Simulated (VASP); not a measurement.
# Ag (P6_3/mmc) in VASP: settings compared

The runs below take Ag through electric field gradients, with PBEsol, r2SCAN.

All numbers are computed with VASP 6.6.1; they aren't measurements. Logs are shortened: lines on timing, memory, paths and dates and some standing lists are left out, and cuts for length are marked.

## 1. The cell of the first run

The structure is hexagonal, space group P6_3/mmc (No. 194). The conventional cell has a = 2.930 Å, b = 2.930 Å, c = 4.790 Å, α = 90.00°, β = 90.00°, γ = 120.00°. Ag (site symmetry -6m2) has 12 Ag at 2.93 Å within 3.9 Å.

This isn't the form of Ag at room conditions, which is fcc.

## 2. Electric field gradients, PBEsol

INCAR

```
PREC     = Accurate       # precision mode
ENCUT    = 520            # plane-wave cutoff, eV
EDIFF    = 1E-8           # SCF threshold, eV
ISMEAR   = -1             # smearing method
SIGMA    = 0.05           # smearing width, eV
LREAL    = False          # projectors in reciprocal space
LASPH    = True           # aspherical terms in the spheres
NELM     = 80             # most SCF steps
ALGO     = Normal         # electronic algorithm
ISIF     = 2              # what is computed and relaxed
LWAVE    = False          # write WAVECAR
LCHARG   = False          # write CHGCAR
GGA      = PS             # functional
LEFG     = True         
NBANDS   = 18             # bands
```

KPOINTS

```
regular mesh
0
Gamma
  18 18 10
```

POSCAR

```
Ag
1.0
    2.9300000000      0.0000000000      0.0000000000
   -1.4650000000      2.5374544331      0.0000000000
    0.0000000000      0.0000000000      4.7900000000
Ag
2
Direct
    0.3333333333      0.6666666667      0.2500000000
    0.6666666667      0.3333333333      0.7500000000
```

Potentials or basis: VASP PAW PBE potentials, release 64 (Ag).

Run with:

```sh
cat potpaw_PBE.64/Ag/POTCAR > POTCAR
mpirun -np 1 vasp_std > vasp.out
```

OUTCAR:

```text
PREC = Accurate
   ENCUT = 520
   EDIFF = 1E-8
   ISMEAR = -1
   LREAL = False
   LASPH = True
   NELM = 80
   ISIF = 2
   GGA = PS

 ion  position               nearest neighbor table
   1  0.333  0.667  0.250-   2 2.93   2 2.93   2 2.93   2 2.93   2 2.93   2 2.93
   2  0.667  0.333  0.750-   1 2.93   1 2.93   1 2.93   1 2.93   1 2.93   1 2.93

  LATTYP: Found a hexagonal cell.
 ALAT       =     2.9300000000
 C/A-ratio  =     1.6348122867

  Lattice vectors:

 A1 = (   2.9300000000,   0.0000000000,   0.0000000000)
 A2 = (  -1.4650000000,   2.5374544331,   0.0000000000)
 A3 = (   0.0000000000,   0.0000000000,   4.7900000000)

Analysis of symmetry for initial positions (statically):
=====================================================================
 Subroutine PRICEL returns:
 Original cell was already a primitive cell.

 Routine SETGRP: Setting up the symmetry group for a
 hexagonal supercell.

 Subroutine GETGRP returns: Found 24 space group operations
 (whereof 12 operations were pure point group operations)
 out of a pool of 24 trial point group operations.

The static configuration has the point symmetry D_3d.
 The point group associated with its full space group is D_6h.

Analysis of symmetry for dynamics (positions and initial velocities):
=====================================================================
 Subroutine PRICEL returns:
 Original cell was already a primitive cell.

 Routine SETGRP: Setting up the symmetry group for a
 hexagonal supercell.

 Subroutine GETGRP returns: Found 24 space group operations
 (whereof 12 operations were pure point group operations)
 out of a pool of 24 trial point group operations.

The dynamic configuration has the point symmetry D_3d.
 The point group associated with its full space group is D_6h.

 Subroutine INISYM returns: Found 24 space group operations
 (whereof 12 operations are pure point group operations),
 and found     1 'primitive' translations

----------------------------------------------------------------------------------------
[... 124 lines left out ...]
 non-spin polarized calculation
  energy-cutoff  :      520.00
  volume of cell :       35.61
 maximum number of plane-waves:       990
 NGX is ok and might be reduce to    24
   NGX = 11   NGY = 11   NGZ = 17

 number of electron      22.0000005 magnetization

 Free energy of the ion-electron system (eV)
  ---------------------------------------------------
  ext. energy  EPLUGINS =         0.00000000
  ---------------------------------------------------
  free energy    TOTEN  =        -6.55870133 eV

  energy without entropy =       -6.55247869  energy(sigma->0) =       -6.55559001

 E-fermi :   7.6052     XC(G=0): -12.1538

 val. band max:        7.6030038098   @ k =   0.1111  -0.0000   0.1000
 cond. band min:       7.6053262435   @ k =   0.3889   0.1111   0.3000
 fundamental gap:      0.0023224336
 Fermi energy:         7.6051997999

 k-point     1 :       0.0000    0.0000    0.0000
  band No.  band energies     occupation
      1       0.1287      2.00000
      2       1.5177      2.00000
      3       3.0194      2.00000
      4       3.1145      2.00000
      5       3.1145      2.00000
      6       3.3357      2.00000
[... 481 lines left out ...]
      5       3.3303      2.00000
      6       3.5101      2.00000
[... 10 lines left out ...]
     17      18.3800      0.00000
     18      22.4911      0.00000

 [... further k-points ...]

------------------------ aborting loop because EDIFF is reached ----------------------------------------

  FORCE on cell =-STRESS in cart. coord.  units (eV):
  Direction    XX          YY          ZZ          XY          YZ          ZX
  --------------------------------------------------------------------------------------
  -------------------------------------------------------------------------------------
  Total       -1.4397117     -1.4397117     -1.4172294      0.0000000      0.0000000      0.0000000
  in kB      -64.7716160    -64.7716160    -63.7601550      0.0000000      0.0000000      0.0000000
  external PRESSURE =     -64.4344623 kB  Pullay stress =       0.0000000 kB

 VOLUME and BASIS-vectors are now :
 -----------------------------------------------------------------------------
  energy-cutoff  :      520.00
  volume of cell :       35.61
      direct lattice vectors                 reciprocal lattice vectors
     2.930000000  0.000000000  0.000000000     0.341296928  0.197047873  0.000000000
    -1.465000000  2.537454433  0.000000000     0.000000000  0.394095747  0.000000000
     0.000000000  0.000000000  4.790000000     0.000000000  0.000000000  0.208768267

 POSITION                                       TOTAL-FORCE (eV/Angst)
 -----------------------------------------------------------------------------------
     -0.00000      1.69164      1.19750         0.000000     -0.000000      0.000000
      1.46500      0.84582      3.59250        -0.000000      0.000000      0.000000
 -----------------------------------------------------------------------------------
    total drift:                               -0.000000      0.000000     -0.000000

  FREE ENERGIE OF THE ION-ELECTRON SYSTEM (eV)
  ---------------------------------------------------
  free  energy   TOTEN  =        -6.5587013268 eV

  energy  without entropy=       -6.5524786888  energy(sigma->0) =       -6.55559001

 Electric field gradients (V/A^2)
---------------------------------------------------------------------
 ion       V_xx      V_yy      V_zz      V_xy      V_xz      V_yz
---------------------------------------------------------------------
   1      -0.427    -0.428     0.855    -0.001     0.000    -0.000
   2      -0.427    -0.428     0.855    -0.001    -0.000     0.000
---------------------------------------------------------------------

 Electric field gradients after diagonalization (V/A^2)
 (convention: |V_zz| > |V_xx| > |V_yy|)
----------------------------------------------------------------------
 ion       V_xx      V_yy      V_zz     asymmetry (V_yy - V_xx)/ V_zz
----------------------------------------------------------------------
   1      -0.429    -0.427     0.855       0.002
   2      -0.429    -0.427     0.855       0.002
----------------------------------------------------------------------

           NMR quadrupolar parameters

 Cq : quadrupolar parameter    Cq=e*Q*V_zz/h
 eta: asymmetry parameters     (V_yy - V_xx)/ V_zz
 Q  : nuclear electric quadrupole moment in mb (millibarn)
----------------------------------------------------------------------
 ion       Cq(MHz)       eta       Q (mb)
----------------------------------------------------------------------
   1       0.002       0.002       1.000
   2       0.002       0.002       1.000
----------------------------------------------------------------------
```

OSZICAR:

```text
N       E                     dE             d eps       ncg     rms          rms(c)
DAV:   1     0.123399148533E+03    0.12340E+03   -0.11692E+04  7992   0.121E+03
DAV:   2    -0.518219550032E+01   -0.12858E+03   -0.12227E+03  8336   0.266E+02
DAV:   3    -0.721491060336E+01   -0.20327E+01   -0.20252E+01  9152   0.376E+01
DAV:   4    -0.722104910790E+01   -0.61385E-02   -0.61379E-02  8806   0.204E+00
DAV:   5    -0.722109886877E+01   -0.49761E-04   -0.49761E-04  8838   0.197E-01    0.706E+00
DAV:   6    -0.658086677664E+01    0.64023E+00   -0.16570E+00  8266   0.137E+01    0.432E+00
DAV:   7    -0.656567966809E+01    0.15187E-01   -0.14685E-02  8664   0.109E+00    0.250E+00
DAV:   8    -0.655868201280E+01    0.69977E-02   -0.84491E-04  8282   0.263E-01    0.105E-01
DAV:   9    -0.655869611800E+01   -0.14105E-04   -0.20493E-05  9200   0.332E-02    0.228E-02
DAV:  10    -0.655870139813E+01   -0.52801E-05   -0.34208E-06  8724   0.183E-02    0.231E-03
DAV:  11    -0.655870135696E+01    0.41179E-07   -0.99798E-08  9118   0.253E-03    0.861E-04
DAV:  12    -0.655870131684E+01    0.40112E-07   -0.29068E-09  4838   0.473E-04    0.231E-04
DAV:  13    -0.655870132681E+01   -0.99626E-08   -0.24442E-10  4280   0.153E-04
   1 F= -.65587013E+01 E0= -.65555900E+01  d E =-.622264E-02
```

stdout:

```text
POSCAR found type information on POSCAR Ag
 POSCAR found :  1 types and       2 ions
 scaLAPACK will be used
 -----------------------------------------------------------------------------
|                                                                             |
|                                                                             |
|     You enforced a specific xc type in the INCAR file but a different       |
|     I HOPE YOU KNOW WHAT YOU ARE DOING!                                     |
|                                                                             |
 -----------------------------------------------------------------------------

 LDA part: xc-table for (Slater+PW92), standard interpolation
 POSCAR, INCAR and KPOINTS ok, starting setup
 FFT: planning ... GRIDC
 FFT: planning ... GRID_SOFT
 FFT: planning ... GRID
 WAVECAR not read
 entering main loop
ion   1

ion   2
```

Wall time 3.6 min (1 thread of Intel Xeon 8259CL, shared host); peak memory 0.25 GiB.

What came out:

- Free energy: -6.5587 eV
- Pressure: -6.4 GPa
- Band gap on the k mesh: zero (bands 11 and 12 overlap by 7.27 eV)
- Largest electric field gradient by atom: Ag +0.9 V/Å²

Levels at points of the mesh, in eV from the Fermi level:
| k point | band 9 | band 10 | band 11 | band 12 | band 13 | band 14 |
| --- | --- | --- | --- | --- | --- | --- |
| (0.00, 0.00, 0.00) | -3.94 | -2.99 | -2.99 | -0.31 | 3.37 | 15.54 |
| (0.50, 0.00, 0.00) | -2.82 | -2.74 | 0.13 | 1.47 | 6.68 | 6.96 |
| (0.00, 0.00, 0.50) | -3.29 | -3.29 | -3.29 | -3.29 | 10.80 | 10.80 |
| (0.50, 0.00, 0.50) | -2.79 | -2.79 | 0.80 | 0.80 | 4.36 | 4.36 |

Electric field gradients, principal values (V/Å²):
| atom | least | middle | greatest (by size) |
| --- | --- | --- | --- |
| 1 Ag | -0.427 | -0.429 | 0.855 |
| 2 Ag | -0.427 | -0.429 | 0.855 |

Caveat: the cell stands under tension; without QUAD_EFG the Cq values of the log hold for a quadrupole moment of 1 mb, not for the nuclei; the PAW data sets were made with another functional, which shifts forces and pressure a little.

## 3. Electric field gradients, r2SCAN

POSCAR is that of step 2.

INCAR.step1

```
SYSTEM = Ag
PREC     = Accurate       ! precision mode
ENCUT    = 520            ! plane-wave cutoff, eV
ISMEAR   = -1             ! smearing method
SIGMA    = 0.05           ! smearing width, eV
LREAL    = .False.        ! projectors in reciprocal space
LASPH    = .True.         ! aspherical terms in the spheres
NELM     = 80             ! most SCF steps
NBANDS   = 18             ! bands
GGA      = PE             ! functional
ALGO     = Normal         ! electronic algorithm
EDIFF    = 1E-4           ! SCF threshold, eV
LWAVE    = .True.         ! write WAVECAR
LCHARG   = .False.        ! write CHGCAR
```

INCAR.step2

```
SYSTEM = Ag
PREC     = Accurate       ! precision mode
ENCUT    = 520            ! plane-wave cutoff, eV
EDIFF    = 1E-8           ! SCF threshold, eV
ISMEAR   = -1             ! smearing method
SIGMA    = 0.05           ! smearing width, eV
LREAL    = .False.        ! projectors in reciprocal space
LASPH    = .True.         ! aspherical terms in the spheres
NELM     = 80             ! most SCF steps
ALGO     = Normal         ! electronic algorithm
ISIF     = 2              ! what is computed and relaxed
LWAVE    = .False.        ! write WAVECAR
LCHARG   = .False.        ! write CHGCAR
METAGGA  = R2SCAN         ! meta-GGA
LMIXTAU  = .True.       
LEFG     = .True.       
NBANDS   = 18             ! bands
ISTART   = 1
```

KPOINTS

```
Automatic mesh
0
Gamma
  18 18 10
  0 0 0
```

Potentials or basis: VASP PAW PBE potentials, release 64 (Ag).

Run with:

```sh
cat potpaw_PBE.64/Ag/POTCAR > POTCAR
cp INCAR.step1 INCAR
mpirun -np 1 vasp_std > vasp.out
cp INCAR.step2 INCAR
mpirun -np 1 vasp_std > vasp.out
```

OUTCAR:

```text
SYSTEM = Ag
   PREC = Accurate
   ENCUT = 520
   EDIFF = 1E-8
   ISMEAR = -1
   LREAL = .False.
   LASPH = .True.
   NELM = 80
   ISIF = 2
   METAGGA = R2SCAN
   ISTART = 1

 ion  position               nearest neighbor table
   1  0.333  0.667  0.250-   2 2.93   2 2.93   2 2.93   2 2.93   2 2.93   2 2.93
   2  0.667  0.333  0.750-   1 2.93   1 2.93   1 2.93   1 2.93   1 2.93   1 2.93

  LATTYP: Found a hexagonal cell.
 ALAT       =     2.9300000000
 C/A-ratio  =     1.6348122867

  Lattice vectors:

 A1 = (   2.9300000000,   0.0000000000,   0.0000000000)
 A2 = (  -1.4650000000,   2.5374544331,   0.0000000000)
 A3 = (   0.0000000000,   0.0000000000,   4.7900000000)

Analysis of symmetry for initial positions (statically):
=====================================================================
 Subroutine PRICEL returns:
 Original cell was already a primitive cell.

 Routine SETGRP: Setting up the symmetry group for a
[... 696 lines left out ...]
  volume of cell :       35.61
      direct lattice vectors                 reciprocal lattice vectors
     2.930000000  0.000000000  0.000000000     0.341296928  0.197047873  0.000000000
    -1.465000000  2.537454433  0.000000000     0.000000000  0.394095747  0.000000000
     0.000000000  0.000000000  4.790000000     0.000000000  0.000000000  0.208768267

 POSITION                                       TOTAL-FORCE (eV/Angst)
 -----------------------------------------------------------------------------------
     -0.00000      1.69164      1.19750        -0.000000      0.000000      0.000000
      1.46500      0.84582      3.59250         0.000000      0.000000      0.000000
 -----------------------------------------------------------------------------------
    total drift:                               -0.000000      0.000000     -0.000000

  FREE ENERGIE OF THE ION-ELECTRON SYSTEM (eV)
  ---------------------------------------------------
  free  energy   TOTEN  =       -42.7004196195 eV

  energy  without entropy=      -42.6947670265  energy(sigma->0) =      -42.69759332

 Electric field gradients (V/A^2)
---------------------------------------------------------------------
 ion       V_xx      V_yy      V_zz      V_xy      V_xz      V_yz
---------------------------------------------------------------------
   1      -0.531    -0.532     1.063    -0.001     0.000    -0.000
   2      -0.531    -0.532     1.063    -0.001    -0.000     0.000
---------------------------------------------------------------------

 Electric field gradients after diagonalization (V/A^2)
 (convention: |V_zz| > |V_xx| > |V_yy|)
----------------------------------------------------------------------
 ion       V_xx      V_yy      V_zz     asymmetry (V_yy - V_xx)/ V_zz
----------------------------------------------------------------------
   1      -0.533    -0.531     1.063       0.002
   2      -0.533    -0.531     1.063       0.002
----------------------------------------------------------------------

           NMR quadrupolar parameters

 Cq : quadrupolar parameter    Cq=e*Q*V_zz/h
 eta: asymmetry parameters     (V_yy - V_xx)/ V_zz
 Q  : nuclear electric quadrupole moment in mb (millibarn)
----------------------------------------------------------------------
 ion       Cq(MHz)       eta       Q (mb)
----------------------------------------------------------------------
   1       0.003       0.002       1.000
   2       0.003       0.002       1.000
----------------------------------------------------------------------
```

Run time: 11 min. Hardware: 1 thread of Intel Xeon 8259CL, shared host; peak memory 0.25 GiB.

Results:

```
Free energy                             : -42.7004 eV
Pressure                                : -2.5 GPa
Band gap on the k mesh                  : zero (bands 11 and 12 overlap by 7.83 eV)
Largest electric field gradient by atom : Ag +1.1 V/Å²
```

Electric field gradients, principal values (V/Å²):
| atom | least | middle | greatest (by size) |
| --- | --- | --- | --- |
| 1 Ag | -0.531 | -0.533 | 1.063 |
| 2 Ag | -0.531 | -0.533 | 1.063 |

Caveat: without QUAD_EFG the Cq values of the log hold for a quadrupole moment of 1 mb, not for the nuclei; the PAW data sets were made with another functional, which shifts forces and pressure a little.

The gap in the log of VASP goes by the Fermi energy; the results here count the filled bands.